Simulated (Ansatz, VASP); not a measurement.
## InSe: VASP beside Ansatz

Contents of INCAR:

```
SYSTEM = InSe
PREC = Accurate
ENCUT = 500
EDIFF = 1E-6
ISMEAR = 0
SIGMA = 0.03
LREAL = .False.
LASPH = .True.
NELM = 120
ALGO = Normal
ISIF = 2
LWAVE = .False.
LCHARG = .False.
GGA = PS
NBANDS = 69
GGA_COMPAT = .False.
```

Contents of KPOINTS:

```
Automatic mesh
0
Gamma
  10 10 2
  0 0 0
```

Contents of POSCAR:

```
InSe
1.0
   -1.9999996503     -3.4641010095      0.0000000000
    1.9999996503     -3.4641010095      0.0000000000
    0.0000000000      0.0000000000     24.9500100000
In Se
6 6
Direct
    0.0000000000      0.0000000000      0.0000000000
    0.3333333333      0.3333333333      0.3333333333
    0.6666666667      0.6666666667      0.6666666667
    1.0000000000      1.0000000000      0.1122000000
    0.3333333333      0.3333333333      0.4455333333
    0.6666666667      0.6666666667      0.7788666667
    1.0000000000      1.0000000000      0.6155000000
    0.3333333333      0.3333333333      0.9488333333
    0.6666666667      0.6666666667      0.2821666667
    1.0000000000      1.0000000000      0.8300000000
    0.3333333333      0.3333333333      0.1633333333
    0.6666666667      0.6666666667      0.4966666667
```

Input for Ansatz:

```yaml
crystal:
  lattice:
    - [-1.9999996503, -3.4641010095, 0.0]
    - [1.9999996503, -3.4641010095, 0.0]
    - [0.0, 0.0, 24.95001]
  atoms:
    - { symbol: In, position: [0.0, 0.0, 0.0] }
    - { symbol: In, position: [0.3333333333, 0.3333333333, 0.3333333333] }
    - { symbol: In, position: [0.6666666667, 0.6666666667, 0.6666666667] }
    - { symbol: In, position: [1.0, 1.0, 0.1122] }
    - { symbol: In, position: [0.3333333333, 0.3333333333, 0.4455333333] }
    - { symbol: In, position: [0.6666666667, 0.6666666667, 0.7788666667] }
    - { symbol: Se, position: [1.0, 1.0, 0.6155] }
    - { symbol: Se, position: [0.3333333333, 0.3333333333, 0.9488333333] }
    - { symbol: Se, position: [0.6666666667, 0.6666666667, 0.2821666667] }
    - { symbol: Se, position: [1.0, 1.0, 0.83] }
    - { symbol: Se, position: [0.3333333333, 0.3333333333, 0.1633333333] }
    - { symbol: Se, position: [0.6666666667, 0.6666666667, 0.4966666667] }
basis:
  ecutwfc: 420
kpoints:
  mp_grid: { grid: [10, 10, 2] }
hamiltonian:
  xc: pbesol
scf:
  occupations: { method: gaussian, width: 0.03 }
output:
  forces: true
  stress: true
  eigenvalues: true
  write_density: true
  write_potential: true
  elf: true
  volumetric_format: npy
```

Alike in both runs: task single point; functional PBEsol; k mesh 10 × 10 × 2; occupations gaussian, width 0.03 eV; no spin polarisation.

|  | VASP | Ansatz |
| --- | --- | --- |
| version | VASP 6.6.1 | Ansatz 0.2.0 |
| potentials or method | VASP PAW PBE potentials, release 64 (In_d, Se), cutoff 500 eV | scalar-relativistic, plane waves, PAW |
| valence electrons in the cell | 114 | 174 |

Ansatz gave:

| Property | Result |
| --- | --- |
| gap on the k mesh at the Fermi level (eV) | 0.30 |
| least direct gap on the mesh (eV) | 0.30 |
| pressure (GPa) | 0.2 |
| traceless stress, the component that is largest in VASP (GPa) | -0.36 |
| rms of the force components (eV/Å) | 0.064 |

Question: Which values does VASP return?

Answer: gap on the k mesh at the Fermi level (eV): 0.28; least direct gap on the mesh (eV): 0.28; pressure (GPa): 0.3; traceless stress, the component that is largest in VASP (GPa): -0.37; rms of the force components (eV/Å): 0.073.

VASP's potentials were made for PBE, not for PBEsol. Atom by atom the forces differ by 0.011 eV/Å (rms over components). The functional is the same, so the differences come from potentials, cutoffs and numerics. VASP's potentials hold 114 valence electrons a cell and Ansatz's 174, so a difference there can come from the potentials and not from the codes.
